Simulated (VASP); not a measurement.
# Li in VASP: single point with PBE+D3(BJ)

Aim: the single point of Li with PBE+D3(BJ).

All numbers are computed with VASP 6.6.1; they aren't measurements. Logs are shortened: lines on timing, memory, paths and dates and some standing lists are left out, and cuts for length are marked.

## Step 1: The cell of the first run

The cell holds a slab with vacuum, 16 atoms: a = 6.650 Å, b = 6.650 Å, c = 20.988 Å, α = 90.00°, β = 90.00°, γ = 90.00°.

## Step 2: Single point, PBE+D3(BJ)

Contents of INCAR:

```
PREC = Accurate
ENCUT = 520
EDIFF = 1E-6
ISMEAR = 0
SIGMA = 0.1
LREAL = Auto
LASPH = T
NELM = 100
ALGO = Normal
ISIF = 2
LWAVE = F
LCHARG = T
LDIPOL = T
IDIPOL = 3
DIPOL = 0.5 0.5 0.505
GGA = PE
IVDW = 12
LELF = T
LVHAR = T
LVACPOTAV = T
NBANDS = 38
```

Contents of KPOINTS:

```
regular mesh
0
Gamma
  3 3 1
```

Contents of POSCAR:

```
Li
1.0
    6.6501031496      0.0000000000      0.0000000000
    0.0000000000      6.6501031496      0.0000000000
    0.0000000000      0.0000000000     20.9875773622
Li
16
Direct
    0.2500000000      0.7500000000      0.3811778683
    0.2500000000      0.2500000000      0.3811778683
    0.7500000000      0.7500000000      0.3811778683
    0.7500000000      0.2500000000      0.3811778683
    0.5000000000      0.5000000000      0.4603926228
    0.5000000000      0.0000000000      0.4603926228
    0.0000000000      0.5000000000      0.4603926228
    0.0000000000      0.0000000000      0.4603926228
    0.7500000000      0.2500000000      0.5435889788
    0.7500000000      0.7500000000      0.5435889788
    0.2500000000      0.2500000000      0.5435889788
    0.2500000000      0.7500000000      0.5435889788
    0.0000000000      0.0000000000      0.6334848090
    0.0000000000      0.5000000000      0.6334848090
    0.5000000000      0.0000000000      0.6334848090
    0.5000000000      0.5000000000      0.6334848090
```

Potentials or basis: VASP PAW PBE potentials, release 64 (Li_sv).

Started as:

```console
$ cat potpaw_PBE.64/Li_sv/POTCAR > POTCAR
$ mpirun -np 1 vasp_std > vasp.out
```

OUTCAR:

```text
PREC = Accurate
   ENCUT = 520
   EDIFF = 1E-6
   ISMEAR = 0
   LREAL = Auto
   LASPH = T
   NELM = 100
   ISIF = 2
   GGA = PE
   IVDW = 12
 IVDW          = 12

 ion  position               nearest neighbor table
   1  0.250  0.750  0.381-
   2  0.250  0.250  0.381-
   3  0.750  0.750  0.381-
   4  0.750  0.250  0.381-
   5  0.500  0.500  0.460-
   6  0.500  0.000  0.460-
[... 8 lines left out ...]
  15  0.500  0.000  0.633-
  16  0.500  0.500  0.633-

  LATTYP: Found a simple tetragonal cell.
 ALAT       =     6.6501031496
 C/A-ratio  =     3.1559777179

  Lattice vectors:

 A1 = (   6.6501031496,   0.0000000000,   0.0000000000)
 A2 = (   0.0000000000,   6.6501031496,   0.0000000000)
 A3 = (   0.0000000000,   0.0000000000,  20.9875773622)

Analysis of symmetry for initial positions (statically):
=====================================================================
 Subroutine PRICEL returns following result:

  LATTYP: Found a simple tetragonal cell.
 ALAT       =     3.3250515748
 C/A-ratio  =     6.3119554359

  Lattice vectors:

 A1 = (   3.3250515748,   0.0000000000,   0.0000000000)
 A2 = (   0.0000000000,   3.3250515748,   0.0000000000)
 A3 = (   0.0000000000,   0.0000000000,  20.9875773622)

   4 primitive cells build up your supercell.

 Routine SETGRP: Setting up the symmetry group for a
 simple tetragonal supercell.

 Subroutine GETGRP returns: Found  8 space group operations
 (whereof  8 operations were pure point group operations)
 out of a pool of 16 trial point group operations.

The static configuration has the point symmetry C_4v.

Analysis of symmetry for dynamics (positions and initial velocities):
=====================================================================
 Subroutine PRICEL returns following result:

  LATTYP: Found a simple tetragonal cell.
 ALAT       =     3.3250515748
 C/A-ratio  =     6.3119554359

  Lattice vectors:

 A1 = (   3.3250515748,   0.0000000000,   0.0000000000)
 A2 = (   0.0000000000,   3.3250515748,   0.0000000000)
 A3 = (   0.0000000000,   0.0000000000,  20.9875773622)

   4 primitive cells build up your supercell.

 Routine SETGRP: Setting up the symmetry group for a
 simple tetragonal supercell.

 Subroutine GETGRP returns: Found  8 space group operations
 (whereof  8 operations were pure point group operations)
 out of a pool of 16 trial point group operations.

The dynamic configuration has the point symmetry C_4v.

 Subroutine INISYM returns: Found  8 space group operations
 (whereof  8 operations are pure point group operations),
 and found     4 'primitive' translations

----------------------------------------------------------------------------------------

                                     Primitive cell

  volume of cell :     232.0380

  direct lattice vectors                    reciprocal lattice vectors
     3.325051575  0.000000000  0.000000000     0.300747215  0.000000000  0.000000000
     0.000000000  3.325051575  0.000000000     0.000000000  0.300747215  0.000000000
     0.000000000  0.000000000 20.987577362     0.000000000  0.000000000  0.047647234

  length of vectors
     3.325051575  3.325051575 20.987577362     0.300747215  0.300747215  0.047647234

  position of ions in fractional coordinates (direct lattice)
     0.500000000  0.500000000  0.381177868
     1.000000000  1.000000000  0.460392623
     0.500000000  0.500000000  0.543588979
     0.000000000  0.000000000  0.633484809

  ion indices of the primitive-cell ions
   primitive index   ion index
                 1           1
                 2           5
                 3          12
                 4          13

----------------------------------------------------------------------------------------

 KPOINTS: regular mesh

Automatic generation of k-mesh.
 Grid dimensions read from file:
 generate k-points for:    3    3    1

 Generating k-lattice:

  Cartesian coordinates                     Fractional coordinates (reciprocal lattice)
     0.050124536  0.000000000  0.000000000     0.333333333  0.000000000  0.000000000
     0.000000000  0.050124536  0.000000000     0.000000000  0.333333333  0.000000000
     0.000000000  0.000000000  0.047647234     0.000000000  0.000000000  1.000000000

  Length of vectors
     0.050124536  0.050124536  0.047647234

  Shift w.r.t. Gamma in fractional coordinates (k-lattice)
     0.000000000  0.000000000  0.000000000

 Subroutine IBZKPT returns following result:
 ===========================================

 Found      3 irreducible k-points:

 Following reciprocal coordinates:
            Coordinates               Weight
  0.000000  0.000000  0.000000      1.000000
  0.333333  0.000000  0.000000      4.000000
  0.333333  0.333333  0.000000      4.000000
   k-points           NKPTS =      3   k-points in BZ     NKDIM =      3   number of bands    NBANDS=     38
   number of dos      NEDOS =    301   number of ions     NIONS =     16
   total plane-waves  NPLWV = 400000
   dimension x,y,z NGX =    50 NGY =   50 NGZ =  160
   dimension x,y,z NGXF=   100 NGYF=  100 NGZF=  320
   ions per type =              16
   NGX,Y,Z   is equivalent  to a cutoff of  12.50, 12.50, 12.67 a.u.
   NGXF,Y,Z  is equivalent  to a cutoff of  25.00, 25.00, 25.35 a.u.
 SYSTEM =  unknown system
   PREC   = accura    normal or accurate (medium, high low for compatibility)
   ISTART =      0    job   : 0-new  1-cont  2-samecut
   ICHARG =      2    charge: 1-file 2-atom 10-const
   ISPIN  =      1    spin polarized calculation?
   LNONCOLLINEAR =      F non collinear calculations
   LSORBIT =      F    spin-orbit coupling
   LASPH  =      T    aspherical Exc in radial PAW
   ENCUT  =  520.0 eV  38.22 Ry    6.18 a.u.  12.36 12.36 39.02*2*pi/ulx,y,z
   NELM   =    100;   NELMIN=  2; NELMDL= -5     # of ELM steps
   EDIFF  = 0.1E-05   stopping-criterion for ELM
   LREAL  =      T    real-space projection
   EDIFFG = 0.1E-04   stopping-criterion for IOM
   NSW    =      0    number of steps for IOM
   IBRION =     -1    ionic relax: 0-MD 1-quasi-New 2-CG
   NFREE  =      0    steps in history (QN), initial steepest desc. (CG)
   ISIF   =      2    stress and relaxation
   ISYM   =      2    0-nonsym 1-usesym 2-fastsym
   POTIM  = 0.5000    time-step for ionic-motion
   TEBEG  =    0.0;   TEEND  =   0.0 temperature during run
   PSTRESS=    0.0 pullay stress
   NELECT =      48.0000    total number of electrons
   NUPDOWN=      -1.0000    fix difference up-down
   EMIN   =  10.00;   EMAX   =-10.00  energy-range for DOS
   EFERMI =   0.00;   METHOD = LEGACY
   ISMEAR =     0;   SIGMA  =   0.10  broadening in eV -4-tet -1-fermi 0-gaus
   EFERMI_NEDOS =   21; number of points for ismear=-14 and -15
   IALGO  =     38    algorithm
   IMIX   =      4    mixing-type and parameters
     AMIX     =   0.40;   BMIX     =  1.00
     AMIX_MAG =   1.60;   BMIX_MAG =  1.00
  volume/ion in A,a.u.               =      58.01       391.47
  Fermi-wavevector in a.u.,A,eV,Ry     =   0.609933  1.152606  5.061618  0.372018
  Thomas-Fermi vector in A             =   1.665310
   LORBIT       =      0    0 simple, 1 ext, 2 COOP (PROOUT), +10 PAW based schemes
   GGA     = PE    functional components
   LHFCALC =     F    Hartree Fock is set to
   AEXX    =    0.0000 exact exchange contribution
   IVDW    =    12    specifies the selected vdW correction
   LEPSILON=     F    determine dielectric tensor
   LRPA    =     F    only Hartree local field effects (RPA)
 non-spin polarized calculation
 Gauss-broadening in eV      SIGMA  =   0.10
  energy-cutoff  :      520.00
  volume of cell :      928.15
 maximum number of plane-waves:     25007
 NGX is ok and might be reduce to    50
   NGX = 25   NGY = 25   NGZ = 79

 dipolmoment           0.000000      0.000000      0.172843 electrons x Angstroem

 number of electron      47.9999865 magnetization

 dipolmoment           0.000000      0.000000     -0.011542 electrons x Angstroem

 Free energy of the ion-electron system (eV)
  ---------------------------------------------------
  ext. energy  EPLUGINS =         0.00000000
  ---------------------------------------------------
  free energy    TOTEN  =       -27.87407120 eV

  energy without entropy =      -27.82333789  energy(sigma->0) =      -27.84870455

 E-fermi :  -1.6904     XC(G=0):  -3.2864

 val. band max:       -1.6967109461   @ k =   0.0000   0.0000   0.0000
 cond. band min:      -1.6837870344   @ k =   0.0000   0.0000   0.0000
 fundamental gap:      0.0129239117
 Fermi energy:        -1.6903937147

 k-point     1 :       0.0000    0.0000    0.0000
  band No.  band energies     occupation
      1     -48.9635      2.00000
      2     -48.9612      2.00000
      3     -48.9612      2.00000
      4     -48.9592      2.00000
      5     -48.8493      2.00000
      6     -48.8469      2.00000
[... 28 lines left out ...]
     35       0.8421      0.00000
     36       0.9305      0.00000

 k-point     2 :       0.3333    0.0000    0.0000
  band No.  band energies     occupation
      1     -48.9629      2.00000
      2     -48.9618      2.00000
      3     -48.9607      2.00000
      4     -48.9597      2.00000
      5     -48.8487      2.00000
      6     -48.8475      2.00000
[... 28 lines left out ...]
     35       0.9939      0.00000
     36       1.0626      0.00000

 k-point     3 :       0.3333    0.3333    0.0000
  band No.  band energies     occupation
      1     -48.9624      2.00000
      2     -48.9613      2.00000
      3     -48.9613      2.00000
      4     -48.9602      2.00000
      5     -48.8481      2.00000
      6     -48.8469      2.00000
[... 28 lines left out ...]
     35       1.0700      0.00000
     36       1.1770      0.00000
 [bands above 36 left out]

------------------------ aborting loop because EDIFF is reached ----------------------------------------

 Edisp (eV)   -1.93773

 E8    (eV) :    -0.8449

  FORCE on cell =-STRESS in cart. coord.  units (eV):
  Direction    XX          YY          ZZ          XY          YZ          ZX
  --------------------------------------------------------------------------------------
  -------------------------------------------------------------------------------------
  Total      -3.85417    -3.85417     0.93556     0.00000     0.00000    -0.00000
  in kB      -6.65307    -6.65307     1.61497     0.00000     0.00000    -0.00000
  external pressure =       -3.90 kB  Pullay stress =        0.00 kB

 VOLUME and BASIS-vectors are now :
 -----------------------------------------------------------------------------
  energy-cutoff  :      520.00
  volume of cell :      928.15
      direct lattice vectors                 reciprocal lattice vectors
     6.650103150  0.000000000  0.000000000     0.150373607  0.000000000  0.000000000
     0.000000000  6.650103150  0.000000000     0.000000000  0.150373607  0.000000000
     0.000000000  0.000000000 20.987577362     0.000000000  0.000000000  0.047647234

 POSITION                                       TOTAL-FORCE (eV/Angst)
 -----------------------------------------------------------------------------------
      1.66253      4.98758      8.00000         0.000000     -0.000000     -0.168971
      1.66253      1.66253      8.00000         0.000000     -0.000000     -0.168971
      4.98758      4.98758      8.00000         0.000000     -0.000000     -0.168971
      4.98758      1.66253      8.00000         0.000000     -0.000000     -0.168971
      3.32505      3.32505      9.66253        -0.000000      0.000000      0.151747
      3.32505      0.00000      9.66253        -0.000000      0.000000      0.151747
[... 8 lines left out ...]
      3.32505      0.00000     13.29531        -0.000000     -0.000000     -0.004407
      3.32505      3.32505     13.29531         0.000000      0.000000     -0.004407
 -----------------------------------------------------------------------------------
    total drift:                                0.000000      0.000000     -0.004737

  FREE ENERGIE OF THE ION-ELECTRON SYSTEM (eV)
  ---------------------------------------------------
  free  energy   TOTEN  =       -29.8117978004 eV

  energy  without entropy=      -29.7610644962  energy(sigma->0) =      -29.78643115

 vacuum level on the upper side and lower side of the slab         1.445         1.493
```

It took 2.7 min on 1 thread of AMD EPYC 9R45 (Zen 5), shared host; peak memory 0.74 GiB.

What came out:

```yaml
Free_energy: -29.8118 eV
Largest_force: 0.169 eV/Å
Band_gap_on_the_k_mesh: zero (band 24 reaches -1.54 eV, above the bottom of band 25 at -1.73 eV)
Dispersion_energy_per_atom: -0.121 eV
```

Forces on the atoms (eV/Å):
```
Li   0.000  0.000 -0.169
Li   0.000  0.000 -0.169
Li   0.000  0.000 -0.169
Li   0.000  0.000 -0.169
Li   0.000  0.000  0.152
Li   0.000  0.000  0.152
Li   0.000  0.000  0.152
Li   0.000  0.000  0.152
Li   0.000  0.000  0.022
Li   0.000  0.000  0.022
Li   0.000  0.000  0.022
Li   0.000  0.000  0.022
Li   0.000  0.000 -0.004
Li   0.000  0.000 -0.004
Li   0.000  0.000 -0.004
Li   0.000  0.000 -0.004
```

Levels at points of the mesh, in eV from the Fermi level:
| k point | band 23 | band 24 | band 25 | band 26 | band 27 | band 28 |
| --- | --- | --- | --- | --- | --- | --- |
| (0.00, 0.00, 0.00) | -0.80 | -0.01 | -0.01 | 0.01 | 0.01 | 0.59 |

Caveat: the cutoff is under 1.25 times the usual one of these potentials, so pressure, stress and relaxed cells hold a basis-set (Pulay) error.
